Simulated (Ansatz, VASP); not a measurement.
## Pt: VASP beside Ansatz

```xyz
1
Lattice="0.0000 1.9851 1.9851 1.9454 0.0000 1.9851 1.9454 1.9851 0.0000" Properties=species:S:1:pos:R:3 pbc="T T T"
Pt    0.0000    0.0000    0.0000
```

Change from the starting cell: strain -0.0200 x Voigt [1, 0, 0, 0, 0, 0], atoms carried along.

Alike in both runs: task single point; functional PBE; k mesh 26 × 26 × 26; occupations gaussian, width 0.15 eV; no spin polarisation.

|  | VASP | Ansatz |
| --- | --- | --- |
| version | VASP 6.6.1 | Ansatz 0.2.0 |
| potentials or method | VASP PAW PBE potentials, release 64 (Pt), cutoff 520 eV | scalar-relativistic, plane waves, PAW |
| valence electrons in the cell | 10 | 18 |

```csv
,VASP,Ansatz,Ansatz less VASP
gap on the k mesh at the Fermi level (eV),none,none,-
pressure (GPa),4.9,5.4,+0.52
"traceless stress, the component that is largest in VASP (GPa)",1.21,1.22,+0.009
```

A gap of «none» marks a metal or a gap that the smearing closes. VASP's potentials hold 10 valence electrons a cell and Ansatz's 18, so a difference there can come from the potentials and not from the codes.

Neither program's run includes spin-orbit coupling.
